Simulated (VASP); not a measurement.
A run of VASP 6.6.1 is set up as follows.

The input POSCAR:

```
CdSe
1.0
    4.3826973248      0.0000000000      0.0000000000
   -2.1913486624      3.7955272204      0.0000000000
    0.0000000000      0.0000000000     14.3053199111
Cd Se
4 4
Direct
    0.0000000000      0.0000000000     -0.0001635468
    0.3333333333      0.6666666667      0.2499698775
    0.0000000000      0.0000000000      0.4998364532
    0.6666666667      0.3333333333      0.7499698775
    0.0000000000      0.0000000000      0.1874660278
    0.3333333333      0.6666666667      0.4377276415
    0.0000000000      0.0000000000      0.6874660278
    0.6666666667      0.3333333333      0.9377276415
```

The input INCAR.step1:

```
SYSTEM = CdSe
ALGO = Normal
EDIFF = 1E-4
ENCUT = 600
GGA = PE
ISMEAR = -1
LASPH = .TRUE.
LCHARG = .FALSE.
LREAL = .FALSE.
LWAVE = .TRUE.
NELM = 80
PREC = Accurate
SIGMA = 0.02
```

File INCAR.step2:

```
SYSTEM = CdSe
ALGO = Normal
EDIFF = 1E-7
EDIFFG = -0.005
ENCUT = 600
IBRION = 2
ISIF = 3
ISMEAR = -1
ISTART = 1
LASPH = .TRUE.
LCHARG = .FALSE.
LMIXTAU = .TRUE.
LREAL = .FALSE.
LWAVE = .FALSE.
METAGGA = R2SCAN
NELM = 80
NSW = 80
PREC = Accurate
SIGMA = 0.02
```

Contents of KPOINTS:

```
k-points
0
G
  6 6 2
  0 0 0
```

Potentials or basis: VASP PAW PBE potentials, release 64 (Cd, Se).

The run is started by

```console
$ cat potpaw_PBE.64/Cd/POTCAR potpaw_PBE.64/Se/POTCAR > POTCAR
$ cp INCAR.step1 INCAR
$ mpirun -np 1 vasp_std > vasp.out
$ cp INCAR.step2 INCAR
$ mpirun -np 1 vasp_std > vasp.out
```

Question: What does it give for the band gap on the k mesh?

Answer: 1.05 eV.

Question: Estimate the space group after relaxing (to 0.1 Å).

Answer: P6_3mc (No. 186).

Question: Estimate the relaxed cell.

Answer: a = 4.344 Å, b = 4.344 Å, c = 14.177 Å, α = 90.00°, β = 90.00°, γ = 120.00°.

Question: Estimate the relaxed volume.

Answer: 28.96 Å³/atom.

Final structure:
```cif
data_structure
_symmetry_space_group_name_H-M 'P 1'
_symmetry_Int_Tables_number 1
_cell_length_a 4.3439
_cell_length_b 4.3439
_cell_length_c 14.1773
_cell_angle_alpha 90.000
_cell_angle_beta 90.000
_cell_angle_gamma 120.000
_cell_volume 231.67
loop_
_atom_site_label
_atom_site_type_symbol
_atom_site_fract_x
_atom_site_fract_y
_atom_site_fract_z
_atom_site_occupancy
Cd1 Cd 0.00000 0.00000 0.99983 1
Cd2 Cd 0.33333 0.66667 0.24997 1
Cd3 Cd 0.00000 0.00000 0.49983 1
Cd4 Cd 0.66667 0.33333 0.74997 1
Se1 Se 0.00000 0.00000 0.18748 1
Se2 Se 0.33333 0.66667 0.43773 1
Se3 Se 0.00000 0.00000 0.68748 1
Se4 Se 0.66667 0.33333 0.93773 1
```

Caveat: the PAW data sets were made with another functional, which shifts forces and pressure a little.
